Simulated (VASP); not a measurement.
# Ge (P4_32_12) in VASP: single point with PBEsol

Aim: the single point of Ge with PBEsol.

Everything below comes from runs of VASP 6.6.1. Logs are shortened: lines on timing, memory, paths and dates and some standing lists are left out, and cuts for length are marked.

**Experimental background.**

“Properties of the exotic metastable ST12 germanium allotrope”, 2017, pmc:5216117 reports, for a powder of Ge: band gap 0.74 ± 0.02 eV (optical).

The results are compared with them further down.

### 1 The cell of the first run

Symmetry: P4_32_12, No. 96, tetragonal system. The conventional cell has a = 5.926 Å, b = 5.926 Å, c = 6.966 Å, α = 90.00°, β = 90.00°, γ = 90.00°. Within 3.3 Å of Ge (site symmetry 2) lie 4 Ge at 2.48 to 2.49 Å. Ge (site symmetry 1) has 4 Ge at 2.48 to 2.51 Å within 3.3 Å.

### 2 Single point, PBEsol

INCAR

```
SYSTEM = Ge
PREC = Accurate ; ENCUT = 520
EDIFF = 1E-7 ; ISMEAR = 0
SIGMA = 0.02 ; LREAL = .FALSE.
LASPH = .TRUE. ; NELM = 60
ALGO = Normal ; ISIF = 2
LWAVE = .FALSE. ; LCHARG = .TRUE.
GGA = PS ; LVHAR = .TRUE.
NBANDS = 96 ; KPAR = 4
```

KPOINTS

```
regular mesh
0
G
  6 6 6
  0 0 0
```

POSCAR

```
Ge
1.0
    5.9262002494      0.0000000000      0.0000000000
    0.0000000000      5.9262002494      0.0000000000
    0.0000000000      0.0000000000      6.9662509150
Ge
12
Direct
    0.0888774017      0.0888774017      0.0000000000
    0.4111225983      0.5888774017      0.7500000000
    0.9111225983      0.9111225983      0.5000000000
    0.5888774017      0.4111225983      0.2500000000
    0.1719125246      0.3695971255      0.2570490725
    0.1304028745      0.6719125246      1.0070490725
    0.8280874754      0.6304028745      0.7570490725
    0.8695971255      0.3280874754      0.5070490725
    0.6719125246      0.1304028745     -0.0070490725
    0.6304028745      0.8280874754      0.2429509275
    0.3280874754      0.8695971255      0.4929509275
    0.3695971255      0.1719125246      0.7429509275
```

Potentials or basis: VASP PAW PBE potentials, release 64 (Ge_d).

The run is started by

```bash
$ cat potpaw_PBE.64/Ge_d/POTCAR > POTCAR
$ mpirun -np 4 vasp_std > vasp.out
```

OUTCAR:

```text
SYSTEM = Ge
   PREC = Accurate
   ENCUT = 520
   EDIFF = 1E-7
   ISMEAR = 0
   LREAL = .FALSE.
   LASPH = .TRUE.
   NELM = 60
   ISIF = 2
   GGA = PS

 ion  position               nearest neighbor table
   1  0.089  0.089  0.000-   6 2.48   9 2.48   5 2.49  12 2.49
   2  0.411  0.589  0.750-   7 2.48  12 2.48  11 2.49   6 2.49
   3  0.911  0.911  0.500-   8 2.48  11 2.48  10 2.49   7 2.49
   4  0.589  0.411  0.250-   5 2.48  10 2.48   9 2.49   8 2.49
   5  0.172  0.370  0.257-   4 2.48   1 2.49   6 2.51   8 2.51
   6  0.130  0.672  0.007-   1 2.48   2 2.49   5 2.51   7 2.51
   7  0.828  0.630  0.757-   2 2.48   3 2.49   6 2.51   8 2.51
   8  0.870  0.328  0.507-   3 2.48   4 2.49   5 2.51   7 2.51
   9  0.672  0.130  0.993-   1 2.48   4 2.49  10 2.51  12 2.51
  10  0.630  0.828  0.243-   4 2.48   3 2.49   9 2.51  11 2.51
  11  0.328  0.870  0.493-   3 2.48   2 2.49  10 2.51  12 2.51
  12  0.370  0.172  0.743-   2 2.48   1 2.49   9 2.51  11 2.51

  LATTYP: Found a simple tetragonal cell.
 ALAT       =     5.9262002494
 C/A-ratio  =     1.1755004255

  Lattice vectors:

 A1 = (   5.9262002494,   0.0000000000,   0.0000000000)
 A2 = (   0.0000000000,   5.9262002494,   0.0000000000)
 A3 = (   0.0000000000,   0.0000000000,   6.9662509150)

Analysis of symmetry for initial positions (statically):
=====================================================================
 Subroutine PRICEL returns:
 Original cell was already a primitive cell.

 Routine SETGRP: Setting up the symmetry group for a
 simple tetragonal supercell.

 Subroutine GETGRP returns: Found  8 space group operations
 (whereof  2 operations were pure point group operations)
 out of a pool of 16 trial point group operations.

The static configuration has the point symmetry C_2 .
 The point group associated with its full space group is D_4 .

Analysis of symmetry for dynamics (positions and initial velocities):
=====================================================================
 Subroutine PRICEL returns:
 Original cell was already a primitive cell.

 Routine SETGRP: Setting up the symmetry group for a
 simple tetragonal supercell.

 Subroutine GETGRP returns: Found  8 space group operations
 (whereof  2 operations were pure point group operations)
 out of a pool of 16 trial point group operations.

The dynamic configuration has the point symmetry C_2 .
 The point group associated with its full space group is D_4 .

 Subroutine INISYM returns: Found  8 space group operations
 (whereof  2 operations are pure point group operations),
 and found     1 'primitive' translations

----------------------------------------------------------------------------------------

                                     Primitive cell

  volume of cell :     244.6537

  direct lattice vectors                    reciprocal lattice vectors
     5.926200249  0.000000000  0.000000000     0.168742189  0.000000000  0.000000000
     0.000000000  5.926200249  0.000000000     0.000000000  0.168742189  0.000000000
     0.000000000  0.000000000  6.966250915     0.000000000  0.000000000  0.143549236

  length of vectors
     5.926200249  5.926200249  6.966250915     0.168742189  0.168742189  0.143549236

  position of ions in fractional coordinates (direct lattice)
     0.088877402  0.088877402  0.000000000
     0.411122598  0.588877402  0.750000000
     0.911122598  0.911122598  0.500000000
     0.588877402  0.411122598  0.250000000
     0.171912525  0.369597126  0.257049073
     0.130402874  0.671912525  0.007049073
     0.828087475  0.630402874  0.757049073
     0.869597126  0.328087475  0.507049073
     0.671912525  0.130402874  0.992950927
     0.630402874  0.828087475  0.242950927
     0.328087475  0.869597126  0.492950927
     0.369597126  0.171912525  0.742950927

  ion indices of the primitive-cell ions
   primitive index   ion index
                 1           1
                 2           2
                 3           3
                 4           4
                 5           5
                 6           6
                 7           7
                 8           8
                 9           9
                10          10
                11          11
                12          12

----------------------------------------------------------------------------------------

 KPOINTS: regular mesh

Automatic generation of k-mesh.
 Grid dimensions read from file:
 generate k-points for:    6    6    6

 Generating k-lattice:

  Cartesian coordinates                     Fractional coordinates (reciprocal lattice)
     0.028123698  0.000000000  0.000000000     0.166666667  0.000000000  0.000000000
     0.000000000  0.028123698  0.000000000     0.000000000  0.166666667  0.000000000
     0.000000000  0.000000000  0.023924873     0.000000000  0.000000000  0.166666667

  Length of vectors
     0.028123698  0.028123698  0.023924873

  Shift w.r.t. Gamma in fractional coordinates (k-lattice)
     0.000000000  0.000000000  0.000000000

 Subroutine IBZKPT returns following result:
 ===========================================

 Found     40 irreducible k-points:

 Following reciprocal coordinates:
            Coordinates               Weight
  0.000000  0.000000  0.000000      1.000000
  0.166667  0.000000  0.000000      4.000000
  0.333333  0.000000  0.000000      4.000000
  0.500000  0.000000  0.000000      2.000000
  0.166667  0.166667  0.000000      4.000000
  0.333333  0.166667  0.000000      8.000000
[... 16 lines left out ...]
  0.333333  0.000000  0.333333      8.000000
  0.500000  0.000000  0.333333      4.000000
 [... further k-points ...]
   k-points           NKPTS =     40   k-points in BZ     NKDIM =     40   number of bands    NBANDS=     96
   number of dos      NEDOS =    301   number of ions     NIONS =     12
   total plane-waves  NPLWV = 124416
   dimension x,y,z NGX =    48 NGY =   48 NGZ =   54
   dimension x,y,z NGXF=    96 NGYF=   96 NGZF=  108
   ions per type =              12
   NGX,Y,Z   is equivalent  to a cutoff of  13.47, 13.47, 12.89 a.u.
   NGXF,Y,Z  is equivalent  to a cutoff of  26.93, 26.93, 25.77 a.u.
 SYSTEM =  Ge
   PREC   = accura    normal or accurate (medium, high low for compatibility)
   ISTART =      0    job   : 0-new  1-cont  2-samecut
   ICHARG =      2    charge: 1-file 2-atom 10-const
   ISPIN  =      1    spin polarized calculation?
   LNONCOLLINEAR =      F non collinear calculations
   LSORBIT =      F    spin-orbit coupling
   LASPH  =      T    aspherical Exc in radial PAW
   ENCUT  =  520.0 eV  38.22 Ry    6.18 a.u.  11.02 11.02 12.95*2*pi/ulx,y,z
   NELM   =     60;   NELMIN=  2; NELMDL= -5     # of ELM steps
   EDIFF  = 0.1E-06   stopping-criterion for ELM
   LREAL  =      F    real-space projection
   EDIFFG = 0.1E-05   stopping-criterion for IOM
   NSW    =      0    number of steps for IOM
   IBRION =     -1    ionic relax: 0-MD 1-quasi-New 2-CG
   NFREE  =      0    steps in history (QN), initial steepest desc. (CG)
   ISIF   =      2    stress and relaxation
   ISYM   =      2    0-nonsym 1-usesym 2-fastsym
   POTIM  = 0.5000    time-step for ionic-motion
   TEBEG  =    0.0;   TEEND  =   0.0 temperature during run
   PSTRESS=    0.0 pullay stress
   NELECT =     168.0000    total number of electrons
   NUPDOWN=      -1.0000    fix difference up-down
   EMIN   =  10.00;   EMAX   =-10.00  energy-range for DOS
   EFERMI =   0.00;   METHOD = LEGACY
   ISMEAR =     0;   SIGMA  =   0.02  broadening in eV -4-tet -1-fermi 0-gaus
   EFERMI_NEDOS =   21; number of points for ismear=-14 and -15
   IALGO  =     38    algorithm
   IMIX   =      4    mixing-type and parameters
     AMIX     =   0.40;   BMIX     =  1.00
     AMIX_MAG =   1.60;   BMIX_MAG =  1.00
  volume/ion in A,a.u.               =      20.39       137.58
  Fermi-wavevector in a.u.,A,eV,Ry     =   1.444311  2.729352 28.382213  2.086034
  Thomas-Fermi vector in A             =   2.562620
   LORBIT       =      0    0 simple, 1 ext, 2 COOP (PROOUT), +10 PAW based schemes
   GGA     = PS    functional components
   LHFCALC =     F    Hartree Fock is set to
   AEXX    =    0.0000 exact exchange contribution
   IVDW    =     0    specifies the selected vdW correction
   LEPSILON=     F    determine dielectric tensor
   LRPA    =     F    only Hartree local field effects (RPA)
 non-spin polarized calculation
 Gauss-broadening in eV      SIGMA  =   0.02
  energy-cutoff  :      520.00
  volume of cell :      244.65
 maximum number of plane-waves:      6640
 NGX is ok and might be reduce to    48
   NGX = 23   NGY = 23   NGZ = 25

 number of electron     167.9999939 magnetization

 Free energy of the ion-electron system (eV)
  ---------------------------------------------------
  ext. energy  EPLUGINS =         0.00000000
  ---------------------------------------------------
  free energy    TOTEN  =       -57.91571765 eV

  energy without entropy =      -57.91571765  energy(sigma->0) =      -57.91571765

 E-fermi :   5.3896     XC(G=0): -10.8387

 val. band max:        5.2402317948   @ k =   0.3333   0.3333   0.0000
 cond. band min:       5.6963335963   @ k =   0.3333   0.3333   0.0000
 fundamental gap:      0.4561018015
 Fermi energy:         5.3895527918

 k-point     1 :       0.0000    0.0000    0.0000
  band No.  band energies     occupation
      1     -19.0577      2.00000
      2     -19.0303      2.00000
      3     -19.0303      2.00000
      4     -19.0125      2.00000
      5     -19.0125      2.00000
      6     -19.0119      2.00000
[... 88 lines left out ...]
     95      10.0713      0.00000
     96      10.0713      0.00000

 k-point     2 :       0.1667    0.0000    0.0000
  band No.  band energies     occupation
      1     -19.0545      2.00000
      2     -19.0318      2.00000
      3     -19.0281      2.00000
      4     -19.0169      2.00000
      5     -19.0127      2.00000
      6     -19.0115      2.00000
[... 2266 lines left out ...]
     95      10.0497      0.00000
     96      10.0497      0.00000

 [... further k-points ...]

------------------------ aborting loop because EDIFF is reached ----------------------------------------

  FORCE on cell =-STRESS in cart. coord.  units (eV):
  Direction    XX          YY          ZZ          XY          YZ          ZX
  --------------------------------------------------------------------------------------
  -------------------------------------------------------------------------------------
  Total       -0.0825789     -0.0825789     -0.0974214      0.0000000     -0.0000000      0.0000000
  in kB       -0.5407894     -0.5407894     -0.6379889      0.0000000     -0.0000000      0.0000000
  external PRESSURE =      -0.5731892 kB  Pullay stress =       0.0000000 kB

 VOLUME and BASIS-vectors are now :
 -----------------------------------------------------------------------------
  energy-cutoff  :      520.00
  volume of cell :      244.65
      direct lattice vectors                 reciprocal lattice vectors
     5.926200249  0.000000000  0.000000000     0.168742189  0.000000000  0.000000000
     0.000000000  5.926200249  0.000000000     0.000000000  0.168742189  0.000000000
     0.000000000  0.000000000  6.966250915     0.000000000  0.000000000  0.143549236

 POSITION                                       TOTAL-FORCE (eV/Angst)
 -----------------------------------------------------------------------------------
      0.52671      0.52671      0.00000        -0.000963     -0.000963      0.000000
      2.43639      3.48981      5.22469         0.000963     -0.000963      0.000000
      5.39949      5.39949      3.48313         0.000963      0.000963      0.000000
      3.48981      2.43639      1.74156        -0.000963      0.000963      0.000000
      1.01879      2.19031      1.79067         0.001682      0.001060     -0.002247
      0.77279      3.98189      0.04911        -0.001060      0.001682     -0.002247
      4.90741      3.73589      5.27379        -0.001682     -0.001060     -0.002247
      5.15341      1.94431      3.53223         0.001060     -0.001682     -0.002247
      3.98189      0.77279      6.91715         0.001682     -0.001060      0.002247
      3.73589      4.90741      1.69246        -0.001060     -0.001682      0.002247
      1.94431      5.15341      3.43402        -0.001682      0.001060      0.002247
      2.19031      1.01879      5.17558         0.001060      0.001682      0.002247
 -----------------------------------------------------------------------------------
    total drift:                               -0.000000      0.000000     -0.000000

  FREE ENERGIE OF THE ION-ELECTRON SYSTEM (eV)
  ---------------------------------------------------
  free  energy   TOTEN  =       -57.9157176476 eV

  energy  without entropy=      -57.9157176476  energy(sigma->0) =      -57.91571765
```

Run time: 5.3 min. Hardware: 4 MPI ranks of Intel Xeon Platinum 8375C at 2.90GHz (Ice Lake), shared host; peak memory 0.73 GiB.

Results:

* Free energy: -57.9157 eV
* Pressure: -0.1 GPa
* Largest force: 0.003 eV/Å
* Band gap on the k mesh: 0.46 eV

Forces on the atoms (eV/Å):
```
Ge  -0.001 -0.001  0.000
Ge   0.001 -0.001  0.000
Ge   0.001  0.001  0.000
Ge  -0.001  0.001  0.000
Ge   0.002  0.001 -0.002
Ge  -0.001  0.002 -0.002
Ge  -0.002 -0.001 -0.002
Ge   0.001 -0.002 -0.002
Ge   0.002 -0.001  0.002
Ge  -0.001 -0.002  0.002
Ge  -0.002  0.001  0.002
Ge   0.001  0.002  0.002
```

Levels at points of the mesh, in eV from the valence-band top:
```tsv
k point	band 82	band 83	band 84	band 85	band 86	band 87
(0.00, 0.00, 0.00)	-1.01	-1.01	-0.22	1.40	1.65	1.65
(0.50, 0.00, 0.00)	-0.57	-0.09	-0.09	1.18	1.18	2.22
(0.50, 0.50, 0.00)	-0.33	-0.08	-0.08	1.16	1.16	1.57
(0.00, 0.00, 0.50)	-1.20	-0.75	-0.75	0.77	0.77	1.45
(0.50, 0.00, 0.50)	-0.81	-0.54	-0.54	0.71	0.71	1.26
(0.50, 0.50, 0.50)	-1.02	-1.02	-1.02	1.18	1.18	1.18
```

Caveat: semilocal functionals underestimate gaps, and a narrow one can read as zero; the PAW data sets were made with another functional, which shifts forces and pressure a little.

### 3 Comparison with measurements

Step 2. Against the measured gap of Ge, 0.74 eV (optical; powder; “Properties of the exotic metastable ST12 germanium allotrope”, 2017, pmc:5216117), the calculated 0.46 eV is off by -0.28 eV. Spin-orbit coupling on Ge is left out. The value is that of PBEsol on a finite k mesh, which can miss the band edges, without temperature or zero-point motion. Semilocal functionals fall short of measured gaps as a rule.
